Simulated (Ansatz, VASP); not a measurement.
TaSi2: VASP beside Ansatz

INCAR

```
SYSTEM = TaSi2
PREC = Accurate ; ENCUT = 500
EDIFF = 1E-7 ; ISMEAR = 0
SIGMA = 0.1 ; LREAL = .FALSE.
LASPH = .TRUE. ; NELM = 120
ALGO = Normal ; ISIF = 3
LWAVE = .FALSE. ; LCHARG = .FALSE.
GGA = PE ; IBRION = 2
NSW = 100 ; EDIFFG = -0.01
GGA_COMPAT = .FALSE. ; NELMIN = 4
```

File KPOINTS:

```
Automatic mesh
0
G
  12 12 6
  0 0 0
```

File POSCAR:

```
TaSi2
1.0
    4.7839004637      0.0000000000      0.0000000000
   -2.3919502318      4.1429793307      0.0000000000
    0.0000000000      0.0000000000      6.5700000000
Ta Si
3 6
Direct
    0.5000000000      0.0000000000      0.0000000000
    0.5000000000      0.5000000000      0.6666666667
    0.0000000000      0.5000000000      0.3333333333
    0.1589700000      0.3179400000      0.0000000000
    0.8410300000      0.1589700000      0.6666666667
    0.6820600000      0.8410300000      0.3333333333
    0.8410300000      0.6820600000      0.0000000000
    0.1589700000      0.8410300000      0.6666666667
    0.3179400000      0.1589700000      0.3333333333
```

Input for Ansatz:

```yaml
crystal:
  lattice:
    - [4.7839004637, 0.0, 0.0]
    - [-2.3919502318, 4.1429793307, 0.0]
    - [0.0, 0.0, 6.57]
  atoms:
    - { symbol: Ta, position: [0.5, 0.0, 0.0] }
    - { symbol: Ta, position: [0.5, 0.5, 0.6666666667] }
    - { symbol: Ta, position: [0.0, 0.5, 0.3333333333] }
    - { symbol: Si, position: [0.15897, 0.31794, 0.0] }
    - { symbol: Si, position: [0.84103, 0.15897, 0.6666666667] }
    - { symbol: Si, position: [0.68206, 0.84103, 0.3333333333] }
    - { symbol: Si, position: [0.84103, 0.68206, 0.0] }
    - { symbol: Si, position: [0.15897, 0.84103, 0.6666666667] }
    - { symbol: Si, position: [0.31794, 0.15897, 0.3333333333] }
basis:
  ecutwfc: 420
kpoints:
  mp_grid: { grid: [12, 12, 6] }
hamiltonian:
  xc: pbe
scf:
  occupations: { method: gaussian, width: 0.1 }
output:
  forces: true
  stress: true
  eigenvalues: true
relax:
  adjacent_minimum: "off"
  f_tol: 0.01
  max_steps: 80
  cell: { stress_tol: 0.05 }
```

Alike in both runs: task relaxation of cell and atoms; functional PBE; k mesh 12 × 12 × 6; occupations gaussian, width 0.1 eV; no spin polarisation.

```csv
,VASP,Ansatz
version,VASP 6.6.1,Ansatz 0.2.0
potentials or method,"VASP PAW PBE potentials, release 64 (Ta_pv, Si), cutoff 500 eV","scalar-relativistic, plane waves, PAW"
valence electrons in the cell,57,63
```

VASP gave:

* gap on the k mesh at the Fermi level, each at its own relaxed structure (eV): none
* relaxed volume (Å³/atom): 14.67
* relaxed cell length with the largest relative difference (Å): 4.806

Problem. Estimate Ansatz's values.

Solution. gap on the k mesh at the Fermi level, each at its own relaxed structure (eV): none; relaxed volume (Å³/atom): 14.66; relaxed cell length with the largest relative difference (Å): 4.806.

A gap of «none» marks a metal or a gap that the smearing closes. VASP's potentials hold 57 valence electrons a cell and Ansatz's 63, so a difference there can come from the potentials and not from the codes.

Neither program's run includes spin-orbit coupling.
